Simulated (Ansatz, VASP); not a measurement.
**One calculation of Pt, two programs**

```
Pt
1.0
     2.80800    0.00000    0.00000
     0.00000    2.80800    0.00000
     0.00000    0.00000   25.92780
Pt
6
Cartesian
  0.7020 0.7020 8.0567
  2.1060 2.1060 9.9938
  0.7020 0.7020 11.9707
  2.1060 2.1060 13.9571
  0.7020 0.7020 15.9340
  2.1060 2.1060 17.8711
```

Alike in both runs: task single point; functional PBE; k mesh 12 × 12 × 1; occupations fermi-dirac, width 0.08 eV; no spin polarisation.

|  | VASP | Ansatz |
| --- | --- | --- |
| version | VASP 6.6.1 | Ansatz 0.2.0 |
| potentials or method | VASP PAW PBE potentials, release 64 (Pt) | PAW with Ansatz's default frozen-core files, scalar-relativistic |
| plane-wave cutoff (eV) | 520 | 420 |
| valence electrons in the cell | 60 | 108 |

|  | VASP | Ansatz | Ansatz less VASP |
| --- | --- | --- | --- |
| rms of the force components (eV/Å) | 0.006 | 0.001 | -0.0053 |

Atom by atom the forces differ by 0.006 eV/Å (rms over components). VASP's potentials hold 60 valence electrons a cell and Ansatz's 108, so a difference there can come from the potentials and not from the codes.

Neither program's run includes spin-orbit coupling.
